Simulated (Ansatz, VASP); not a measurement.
## Bi2Te3 in VASP and in Ansatz

```
CELL_PARAMETERS angstrom
4.43102 0.00000 0.00000
-2.21551 3.83737 0.00000
0.00000 0.00000 41.02658
ATOMIC_POSITIONS crystal
Te 0.00000 0.00000 0.40783
Te 0.66667 0.33333 0.50000
Te 0.33333 0.66667 0.59217
Bi 0.33333 0.66667 0.44969
Bi 0.00000 0.00000 0.55031
```

Alike in both runs: functional PBE; k mesh 9 × 9 × 1; occupations gaussian, width 0.02 eV; no spin polarisation.

Ansatz relaxed the structure, and its values are those at the end. VASP's run is a single point on that final structure, the one shown.

|  | VASP | Ansatz |
| --- | --- | --- |
| version | VASP 6.6.1 | Ansatz 0.2.0 |
| potentials or method | VASP PAW PBE potentials, release 64 (Te, Bi_d), cutoff 520 eV | scalar-relativistic, plane waves, PAW |
| valence electrons in the cell | 48 | 78 |

Ansatz gave:

| Item | Value |
| --- | --- |
| gap on the k mesh at the Fermi level (eV) | 0.94 |
| least direct gap on the mesh (eV) | 1.22 |
| rms of the force components (eV/Å) | 0.000 |

Estimate VASP's values.

gap on the k mesh at the Fermi level (eV): 0.93; least direct gap on the mesh (eV): 1.21; rms of the force components (eV/Å): 0.004.

With one functional, cell and mesh, what is left measures potentials, basis and numerics. VASP's potentials hold 48 valence electrons a cell and Ansatz's 78, so a difference there can come from the potentials and not from the codes. Ansatz's warnings: xc potential rough in thin density.

Neither program's run includes spin-orbit coupling.
